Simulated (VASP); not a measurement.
Crystal: BeTe.

```
Be Te
1.0
     0.00000    2.82862    2.82862
     2.82862    0.00000    2.82862
     2.82862    2.82862    0.00000
Be Te
1 1
Cartesian
  0.0000 0.0000 0.0000
  1.4143 1.4143 1.4143
```

Base run:

```yaml
Program: VASP 6.6.1
Functional: PBE0
Potentials_or_basis: VASP PAW PBE potentials, release 64 (Be, Te)
Cutoff: 520 eV
k_mesh: 6 × 6 × 6
Occupations: gaussian, width 0.01 eV
Spin: no spin polarisation
```

Its results: band gap on the k mesh 3.34 eV (least direct gap 5.17 eV); pressure -1.0 GPa.

Task: The run is repeated on the same cell with these changes: functional from PBE0 to HSE06; further incar settings from ALGO = Normal; EDIFF = 1e-06; NBANDS = 11 to ALGO = Normal; EDIFF = 1e-07; NBANDS = 11. What comes out?

Result: Band gap on the k mesh 2.67 eV (least direct gap 4.48 eV); pressure -0.9 GPa.

Caveats: the PAW data sets were made with another functional, which shifts forces and pressure a little; spin-orbit coupling is left out, which moves the levels of the heavy elements.

A k mesh can miss the band edges.
